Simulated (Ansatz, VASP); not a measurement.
# ZnS in VASP and in Ansatz

Contents of POSCAR:

```
ZnS
1.0
    0.0000000000      2.6911267500      2.7046500000
    2.7181732500      0.0000000000      2.7046500000
    2.7181732500      2.6911267500      0.0000000000
Zn S
1 1
Direct
    0.0000000000      0.0000000000      0.0000000000
    0.7500000000      0.7500000000      0.7500000000
```

The input INCAR.step1:

```
  PREC = Accurate
  ENCUT = 520
  ISMEAR = 0
  SIGMA = 0.05
  LREAL = False
  LASPH = True
  NELM = 60
  NBANDS = 16
  GGA = PE
  ALGO = Normal
  EDIFF = 1E-4
  LWAVE = True
  LCHARG = False
```

INCAR.step2

```
  PREC = Accurate
  ENCUT = 520
  EDIFF = 1E-6
  ISMEAR = 0
  SIGMA = 0.05
  LREAL = False
  LASPH = True
  NELM = 60
  ALGO = Normal
  ISIF = 2
  LWAVE = False
  LCHARG = False
  METAGGA = R2SCAN
  LMIXTAU = True
  NBANDS = 16
  ISTART = 1
```

The input KPOINTS:

```
Automatic mesh
0
Gamma
  8 8 8
```

Input for Ansatz:

```yaml
crystal:
  lattice:
    - [0.0, 2.69112675, 2.70465]
    - [2.71817325, 0.0, 2.70465]
    - [2.71817325, 2.69112675, 0.0]
  atoms:
    - { symbol: Zn, position: [0.0, 0.0, 0.0] }
    - { symbol: S, position: [0.75, 0.75, 0.75] }
basis:
  ecutwfc: 500
kpoints:
  mp_grid: { grid: [8, 8, 8] }
hamiltonian:
  xc: r2scan
scf:
  occupations: { method: gaussian, width: 0.05 }
output:
  forces: true
  stress: true
  eigenvalues: true
```

Change from the starting cell: strain +0.0050 x Voigt [1, -1, 0, 0, 0, 0], atoms carried along.

Alike in both runs: task single point; functional r2SCAN; k mesh 8 × 8 × 8; occupations gaussian, width 0.05 eV; no spin polarisation.

|  | VASP | Ansatz |
| --- | --- | --- |
| version | VASP 6.6.1 | Ansatz 0.2.0 |
| potentials or method | VASP PAW PBE potentials, release 64 (Zn, S), cutoff 520 eV | scalar-relativistic, plane waves, PAW |
| valence electrons in the cell | 18 | 18 |

```csv
,VASP,Ansatz,Ansatz less VASP
gap on the k mesh at the Fermi level (eV),2.64,2.63,-0.010
least direct gap on the mesh (eV),2.64,2.63,-0.010
pressure (GPa),-0.8,-0.9,-0.01
"traceless stress, the component that is largest in VASP (GPa)",-0.22,-0.22,-0.003
```

VASP's potentials were made for PBE, not for r2SCAN.
